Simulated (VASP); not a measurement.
Here is a VASP 6.6.1 calculation.

Contents of INCAR:

```
SYSTEM = I
ALGO     = Normal         ! electronic algorithm
EDIFF    = 1E-7           ! SCF threshold, eV
ENCUT    = 520            ! plane-wave cutoff, eV
GGA      = PE             ! functional
ISIF     = 2              ! what is computed and relaxed
ISMEAR   = 0              ! smearing method
LASPH    = .TRUE.         ! aspherical terms in the spheres
LCHARG   = .TRUE.         ! write CHGCAR
LELF     = .TRUE.         ! ELF
LREAL    = .FALSE.        ! projectors in reciprocal space
LVHAR    = .TRUE.       
LWAVE    = .FALSE.        ! write WAVECAR
NBANDS   = 22             ! bands
NELM     = 100            ! most SCF steps
PREC     = Accurate       ! precision mode
SIGMA    = 0.1            ! smearing width, eV
```

KPOINTS

```
k-points
0
G
  6 6 6
  0 0 0
```

Contents of POSCAR:

```
I
1.0
    1.8977022928      1.0956389296     12.9728507639
   -1.8977022928      1.0956389296     12.9728507639
    0.0000000000     -2.1912778592     12.9728507639
I
4
Direct
    0.0353939491      0.0353939491      0.0353939491
    0.9646060509      0.9646060509      0.9646060509
    0.2213347428      0.2213347428      0.2213347428
    0.7786652572      0.7786652572      0.7786652572
```

Potentials or basis: VASP PAW PBE potentials, release 64 (I).

Command:

```console
$ cat potpaw_PBE.64/I/POTCAR > POTCAR
$ mpirun -np 1 vasp_std > vasp.out
```

**Question.** What does it give for the pressure?

**Answer.** 0.0 GPa.

**Question.** What does it give for the band gap on the k mesh?

**Answer.** Zero (bands 14 and 15 overlap by 1.31 eV).

Forces on the atoms (eV/Å):
```
I    0.000  0.000 -0.053
I    0.000  0.000  0.053
I    0.000  0.000 -0.007
I    0.000  0.000  0.007
```

Caveat: spin-orbit coupling is left out, which moves the levels of the heavy elements.
